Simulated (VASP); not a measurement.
Wanted: the native input for a VASP 6.6.1 run.

| Item | Value |
| --- | --- |
| Task | single point |
| Functional | PBE |
| Potentials or basis | VASP PAW PBE potentials, release 64 (Ni, O) |
| Cutoff | 520 eV |
| k mesh | 11 × 11 × 11 |
| Occupations | fermi-dirac, width 0.05 eV |
| Spin | collinear spin, ferromagnetic start |
| Starting moments | [2.0, 0.0] μB |
| Dipole correction | no |
| Further INCAR settings | ALGO = Normal; EDIFF = 1e-06; NBANDS = 19 |

The structure of NiO lies in POSCAR:

```
NiO
1.0
    0.0000000000      2.0859000000      2.0859000000
    2.0859000000      0.0000000000      2.0859000000
    2.0859000000      2.0859000000      0.0000000000
Ni O
1 1
Direct
    0.0000000000      0.0000000000      0.0000000000
    0.4520590632      0.4520590632      0.5479409368
```

These files were run (other wordings do the same):

INCAR

```
  PREC = Accurate
  ENCUT = 520
  EDIFF = 1E-6
  ISMEAR = -1
  SIGMA = 0.05
  LREAL = F
  LASPH = T
  NELM = 150
  ALGO = Normal
  ISIF = 2
  LWAVE = F
  LCHARG = F
  ISPIN = 2
  MAGMOM = 2 0
  LORBIT = 11
  LMAXMIX = 4
  GGA = PE
  NBANDS = 19
```

KPOINTS

```
Automatic mesh
0
Gamma
  11 11 11
```

Potentials or basis: VASP PAW PBE potentials, release 64 (Ni, O).

Command:

```bash
$ cat potpaw_PBE.64/Ni/POTCAR potpaw_PBE.64/O/POTCAR > POTCAR
$ mpirun -np 1 vasp_std > vasp.out
```

It gave:

```
Pressure                                              : 11.2 GPa
Largest force                                         : 1.003 eV/Å
Net moment                                            : 1.87 μB per cell
Site moments                                          : Ni +1.50; O +0.31 μB
Valence electrons inside the program's atomic spheres : Ni 9.04; O 5.00
```

Caveat: the cell stands under pressure; a cell with one magnetic atom can't hold antiferromagnetic order, which such compounds often take; forces of over 1 eV/Å act on the atoms, so gaps and moduli don't describe the material at rest.

Run time: 120 s on 1 thread of Intel Xeon 8259CL, with other jobs on the host, peak memory 0.2 GiB.
